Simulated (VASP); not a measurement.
# Sb (P-1) in VASP: settings compared, part 2 of 2

VASP 6.6.1. The steps go on from the part before.

### Step 4. Relaxation of cell and atoms, PBEsol-based global hybrid with 25 % exact exchange

File POSCAR:

```
Sb
1.0
    0.1733647600      2.3885337500      2.4958692300
    2.4173055400      0.0646925500      2.6045414300
    2.3204533900      2.4003538000      0.1615447000
Sb
1
Direct
    0.0000000000      0.0000000000      0.0000000000
```

File INCAR.step1:

```
SYSTEM = Sb
ALGO = Normal
EDIFF = 1E-5
ENCUT = 600
GGA = PE
ISMEAR = -1
LASPH = .True.
LCHARG = .False.
LREAL = .False.
LWAVE = .True.
NBANDS = 8
NELM = 60
PREC = Accurate
SIGMA = 0.05
```

File INCAR.step2:

```
SYSTEM = Sb
AEXX = 0.25
ALGO = Normal
EDIFF = 1E-7
EDIFFG = -0.01
ENCUT = 600
GGA = PS
IBRION = 2
ISIF = 3
ISMEAR = -1
ISTART = 1
LASPH = .True.
LCHARG = .False.
LHFCALC = .True.
LREAL = .False.
LWAVE = .False.
NELM = 60
NSW = 60
PREC = Accurate
PRECFOCK = Normal
SIGMA = 0.05
```

File KPOINTS:

```
k-points
0
Gamma
  5 5 5
  0 0 0
```

Potentials or basis: VASP PAW PBE potentials, release 64 (Sb).

Launch:

```bash
> cat potpaw_PBE.64/Sb/POTCAR > POTCAR
> cp INCAR.step1 INCAR
> mpirun -np 1 vasp_std > vasp.out
> cp INCAR.step2 INCAR
> mpirun -np 1 vasp_std > vasp.out
```

OUTCAR:

```text
SYSTEM = Sb
   AEXX = 0.25
   EDIFF = 1E-7
   EDIFFG = -0.01
   ENCUT = 600
   GGA = PS
   IBRION = 2
   ISIF = 3
   ISMEAR = -1
   ISTART = 1
   LASPH = .True.
   LHFCALC = .True.
   LREAL = .False.
   NELM = 60
   NSW = 60
   PREC = Accurate
   PRECFOCK = Normal

 ion  position               nearest neighbor table
   1  0.000  0.000  0.000-

  Warning from LATTYP: Got some problem with cell dimensions!
  Tried to take original basis but could not verify dimensions!
  LATTYP: Found a triclinic cell.
 ALAT       =     3.4589755750
 B/A-ratio  =     0.9663262552
 C/A-ratio  =     0.9344475022
 COS(alpha) =     0.0327225582
 COS(beta)  =     0.4374087776
 COS(gamma) =     0.5655612418

  Lattice vectors:

 A1 = (   0.1733647600,   2.3885337500,   2.4958692300)
 A2 = (   2.3204533900,   2.4003538000,   0.1615447000)
 A3 = (  -2.2439407800,   2.3238412000,  -0.1086722000)

Analysis of symmetry for initial positions (statically):
=====================================================================
 Subroutine PRICEL returns:
 Original cell was already a primitive cell.

 Routine SETGRP: Setting up the symmetry group for a
 triclinic supercell.

 Subroutine GETGRP returns: Found  2 space group operations
 (whereof  2 operations were pure point group operations)
 out of a pool of  2 trial point group operations.

The static configuration has the point symmetry S_2 .

Analysis of symmetry for dynamics (positions and initial velocities):
=====================================================================
 Subroutine PRICEL returns:
 Original cell was already a primitive cell.

 Routine SETGRP: Setting up the symmetry group for a
 triclinic supercell.

 Subroutine GETGRP returns: Found  2 space group operations
 (whereof  2 operations were pure point group operations)
 out of a pool of  2 trial point group operations.

The dynamic configuration has the point symmetry S_2 .
[... 128 lines left out ...]
   NKREDZ  =     1    reduce k-point grid by
   AEXX    =    0.2500 exact exchange contribution
   HFSCREEN=    0.0000 screening length (either q_TF or 0.3 A-1)
   HFSCREENC=   0.0000 screening length for correlation (either q_TF or 0.3 A-1)
   ENCUTFOCK=  -1.0 apply spherical cutoff to Coloumb kernel
   IVDW    =     0    specifies the selected vdW correction
   LEPSILON=     F    determine dielectric tensor
   LRPA    =     F    only Hartree local field effects (RPA)
 conjugate gradient relaxation of ions
 non-spin polarized calculation
  energy-cutoff  :      600.00
  volume of cell :       26.53
 maximum number of plane-waves:       898
  NGX = 24; NGY = 24; NGZ = 24

--------------------------------------- Ionic step        1  -------------------------------------------

 number of electron       5.0000000 magnetization

 Free energy of the ion-electron system (eV)
  ---------------------------------------------------
  ext. energy  EPLUGINS =         0.00000000
  ---------------------------------------------------
  free energy    TOTEN  =        -5.52753916 eV

  energy without entropy =       -5.52651970  energy(sigma->0) =       -5.52702943

------------------------ aborting loop because EDIFF is reached ----------------------------------------

  FORCE on cell =-STRESS in cart. coord.  units (eV):
  Direction    XX          YY          ZZ          XY          YZ          ZX
  --------------------------------------------------------------------------------------
  -------------------------------------------------------------------------------------
  Total       -0.6835561     -0.3023244     -0.4929429     -0.2789122     -0.1722165      0.3086022
  in kB      -41.2835555    -18.2589665    -29.7714200    -16.8449775    -10.4010631     18.6381110
  external PRESSURE =     -29.7713140 kB  Pullay stress =       0.0000000 kB
[... 232 lines left out ...]
--------------------------------------- Ionic step        8  -------------------------------------------

 number of electron       5.0000000 magnetization

 Free energy of the ion-electron system (eV)
  ---------------------------------------------------
  ext. energy  EPLUGINS =         0.00000000
  ---------------------------------------------------
  free energy    TOTEN  =        -5.54641165 eV

  energy without entropy =       -5.54546777  energy(sigma->0) =       -5.54593971

 E-fermi :   8.9482     XC(G=0):  -8.3467

 val. band max:        8.8929531360   @ k =  -0.4000  -0.4000   0.4000
 cond. band min:       9.3260988990   @ k =  -0.2000   0.2000   0.4000
 fundamental gap:      0.4331457630
 Fermi energy:         8.9482383887

 k-point     1 :       0.0000    0.0000    0.0000
  band No.  band energies     occupation
      1      -6.3836      2.00000
      2      14.2445      0.00000
      3      15.4119      0.00000
      4      17.5130      0.00000
      5      18.6552      0.00000
      6      19.5791      0.00000
[... 199 lines left out ...]
 k-point    24 :       0.0000    0.4000    0.2000
  band No.  band energies     occupation
      1      -3.0952      2.00000
      2       5.2848      2.00000
      3      11.1803      0.00000
      4      11.7971      0.00000
      5      16.3708      0.00000
      6      20.0933      0.00000

 [... further k-points ...]
[... 5 lines left out ...]
  --------------------------------------------------------------------------------------
  -------------------------------------------------------------------------------------
  Total       -0.0022330     -0.0021389     -0.0043119      0.0000971      0.0000512     -0.0022499
  in kB       -0.1406606     -0.1347314     -0.2716117      0.0061165      0.0032241     -0.1417233
  external PRESSURE =      -0.1823346 kB  Pullay stress =       0.0000000 kB
[... 16 lines left out ...]
  FREE ENERGIE OF THE ION-ELECTRON SYSTEM (eV)
  ---------------------------------------------------
  free  energy   TOTEN  =        -5.5464116520 eV

  energy  without entropy=       -5.5454677698  energy(sigma->0) =       -5.54593971

 reached required accuracy - stopping structural energy minimisation
```

OSZICAR.step1:

```text
N       E                     dE             d eps       ncg     rms          rms(c)
DAV:   1     0.568788492445E+01    0.56879E+01   -0.17958E+03  1008   0.461E+02
DAV:   2    -0.369131943236E+01   -0.93792E+01   -0.90526E+01  1416   0.540E+01
DAV:   3    -0.379349297980E+01   -0.10217E+00   -0.10195E+00  1232   0.645E+00
DAV:   4    -0.379378012894E+01   -0.28715E-03   -0.28714E-03  1616   0.406E-01
DAV:   5    -0.379378049079E+01   -0.36185E-06   -0.36175E-06  1296   0.878E-03    0.179E+00
DAV:   6    -0.379016664346E+01    0.36138E-02   -0.19953E-03  1208   0.232E-01    0.102E+00
DAV:   7    -0.378820640796E+01    0.19602E-02   -0.41895E-03  1112   0.337E-01    0.512E-02
DAV:   8    -0.378821676716E+01   -0.10359E-04   -0.59189E-05  1384   0.597E-02    0.700E-03
DAV:   9    -0.378821710014E+01   -0.33299E-06   -0.83133E-07  1088   0.728E-03
   1 F= -.37882171E+01 E0= -.37846790E+01  d E =-.707614E-02
```

It took 52 min on 1 thread of Intel Xeon 6975P-C (Granite Rapids), shared host; peak memory 0.19 GiB.

What came out:

```yaml
Free_energy: -5.5464 eV
Relaxed_volume: 25.43 Å³/atom
Relaxed_cell: a = 3.409 Å, b = 3.521 Å, c = 3.273 Å, α = 59.13°, β = 54.95°, γ = 55.39°
Space_group_after_relaxing_to_0.1_Å: C2/m (No. 12)
Energy_gained_by_relaxing: 18.9 meV/atom
Ionic_steps: 8
Pressure_after_relaxing: 0.0 GPa
Band_gap_on_the_k_mesh: zero (an odd number of electrons rules out a gap without spin polarisation)
```

Step by step:
| step | energy change (eV) | largest force (eV/Å) | pressure (GPa) | volume (Å³) |
| --- | --- | --- | --- | --- |
| 1 | 0.0000 | 0.0000 | -2.98 | 26.53 |
| 2 | -0.0089 | 0.0000 | 2.79 | 24.67 |
| 3 | -0.0185 | 0.0000 | 0.09 | 25.40 |
| 4 | -0.0185 | 0.0000 | 0.15 | 25.38 |
| 5 | -0.0188 | 0.0000 | 0.07 | 25.41 |
| 6 | -0.0188 | 0.0000 | 0.09 | 25.41 |
| 7 | -0.0189 | 0.0000 | -0.08 | 25.45 |
| 8 | -0.0189 | 0.0000 | -0.02 | 25.43 |

Final structure:
```
Sb
1.0
     0.17179    2.36602    2.44865
     2.39159    0.03376    2.58435
     2.25366    2.36719    0.17175
Sb
1
Direct
  0.00000 0.00000 0.00000
```

Levels at points of the mesh, in eV from the Fermi level:
```csv
k point,band 1,band 2,band 3,band 4,band 5
"(0.00, 0.00, 0.00)",-15.33,5.30,6.46,8.56,9.71
```

Caveat: the k points lie up to 0.49 Å⁻¹ apart in the final cell, too coarse for converged energies and pressures of a metal; the PAW data sets were made with another functional, which shifts forces and pressure a little; spin-orbit coupling is left out, which moves the levels of the heavy elements.

### Step 5. Summary

```csv
task,level,spin,cell,k mesh,cutoff (eV),gap on the mesh (eV),pressure (GPa),relaxed volume (Å³/atom)
single point,PBE0,"non-collinear, zero start, SOC",as given,4 × 4 × 4,520,-,-3.6,-
relaxation of cell and atoms,PBE0,off,relaxed,5 × 5 × 5,600,none,0.0,26.11
relaxation of cell and atoms,PBEsol-based global hybrid with 25 % exact exchange,off,relaxed,5 × 5 × 5,600,none,0.0,25.43
```

Alike in all rows: potentials or basis VASP PAW PBE potentials, release 64 (Sb); smearing fermi-dirac 0.05 eV.

Caveats: all runs use coarse meshes; the PAW data sets were made with another functional, which shifts forces and pressure a little; spin-orbit coupling is left out, which moves the levels of the heavy elements (at least some runs).

Absolute energies hang on the potentials; compare differences alone.

The gap in the log of VASP goes by the Fermi energy; the results here count the filled bands.